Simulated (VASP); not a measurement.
A run of VASP 6.6.1 is set up as follows.

Contents of INCAR:

```
SYSTEM = Ag2Pd
ALGO = Normal
EDIFF = 1E-7
EDIFFG = -0.04
ENCUT = 600
GGA = PE
IBRION = 2
ISIF = 3
ISMEAR = 0
LASPH = .True.
LCHARG = .False.
LREAL = .False.
LWAVE = .False.
NELM = 80
NSW = 90
PREC = Accurate
SIGMA = 0.1
```

Contents of KPOINTS:

```
k-points
0
Gamma
  6 6 6
  0 0 0
```

The input POSCAR:

```
Ag2Pd
1.0
    0.0000000000      2.9666952807      2.9666952807
    2.9666952807      0.0000000000      2.9666952807
    2.9666952807      2.9666952807      0.0000000000
Ag Pd
2 1
Direct
    0.2500000000      0.2500000000      0.2500000000
    0.7500000000      0.7500000000      0.7500000000
    0.0000000000      0.0000000000      0.0000000000
```

Potentials or basis: VASP PAW PBE potentials, release 64 (Ag, Pd).

Command:

```bash
$ cat potpaw_PBE.64/Ag/POTCAR potpaw_PBE.64/Pd/POTCAR > POTCAR
$ mpirun -np 1 vasp_std > vasp.out
```

Problem. Estimate the relaxed cell.

Solution. a = 4.419 Å, b = 4.419 Å, c = 4.419 Å, α = 60.00°, β = 60.00°, γ = 60.00°.

Problem. What does it give for the band gap on the k mesh?

Solution. Zero (band 16 reaches 6.08 eV, above the bottom of band 17 at 5.71 eV).

Problem. Estimate the space group after relaxing (to 0.05 Å).

Solution. Fm-3m (No. 225).

Final structure:
```
CELL_PARAMETERS angstrom
0.00000 3.12445 3.12445
3.12445 0.00000 3.12445
3.12445 3.12445 0.00000
ATOMIC_POSITIONS crystal
Ag 0.25000 0.25000 0.25000
Ag 0.75000 0.75000 0.75000
Pd 0.00000 0.00000 0.00000
```
